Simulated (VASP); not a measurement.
A run of VASP 6.6.1 is set up as follows.

INCAR

```
SYSTEM = TiC
  PREC = Accurate
  ENCUT = 520
  EDIFF = 1E-8
  ISMEAR = -1
  SIGMA = 0.03
  LREAL = .FALSE.
  LASPH = .TRUE.
  NELM = 100
  ALGO = Normal
  ISIF = 2
  LWAVE = .FALSE.
  LCHARG = .FALSE.
  GGA = PE
  LEFG = .TRUE.
  NBANDS = 15
```

Contents of KPOINTS:

```
regular mesh
0
G
  16 16 16
  0 0 0
```

The input POSCAR:

```
TiC
1.0
    0.0000000000      2.1567624877      2.1567624877
    2.1567624877      0.0000000000      2.1567624877
    2.1567624877      2.1567624877      0.0000000000
Ti C
1 1
Direct
    0.0000000000      0.0000000000      0.0000000000
    0.5000000000      0.5000000000      0.5000000000
```

Potentials or basis: VASP PAW PBE potentials, release 64 (Ti_sv, C).

The run is started by

```console
$ cat potpaw_PBE.64/Ti_sv/POTCAR potpaw_PBE.64/C/POTCAR > POTCAR
$ mpirun -np 1 vasp_std > vasp.out
```

Task: Predict the band gap on the k mesh.

Result: Zero (band 8 reaches 10.26 eV, above the bottom of band 9 at 9.15 eV).

Task: Predict the pressure.

Result: 3.7 GPa.

Caveat: without QUAD_EFG the Cq values of the log hold for a quadrupole moment of 1 mb, not for the nuclei.
